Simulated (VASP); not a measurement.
The system is InPd.

```
In Pd
1.0
     3.27188    0.00000    0.00000
     0.00000    3.27188    0.00000
     0.00000    0.00000    3.27188
In Pd
1 1
Direct
  0.00000 0.00000 0.00000
  0.50000 0.50000 0.50000
```

Base run:

- Program: VASP 6.6.1
- Functional: BLYP
- Potentials or basis: VASP PAW PBE potentials, release 64 (In_d, Pd)
- Cutoff: 520 eV
- k mesh: 8 × 8 × 8
- Occupations: fermi-dirac, width 0.05 eV
- Spin: no spin polarisation

Its results: band gap on the k mesh zero (an odd number of electrons rules out a gap without spin polarisation); pressure 11.8 GPa.

Task: After a change of settings the same cell gave: band gap on the k mesh zero (an odd number of electrons rules out a gap without spin polarisation); pressure 7.2 GPa. Which change was it?
A. functional from BLYP to PBEsol; k mesh from 8 × 8 × 8 to 6 × 6 × 6
B. functional from BLYP to RPBE; further incar settings from ALGO = Normal; EDIFF = 1e-06; NBANDS = 18 to ALGO = Normal; EDIFF = 1e-07; NBANDS = 18
C. functional from BLYP to HSE06; k mesh from 8 × 8 × 8 to 6 × 6 × 6
D. functional from BLYP to PBE0; k mesh from 8 × 8 × 8 to 6 × 6 × 6

Result: B.

Caveats: the cell stands under pressure; the PAW data sets were made with another functional, which shifts forces and pressure a little; spin-orbit coupling is left out, which moves the levels of the heavy elements.
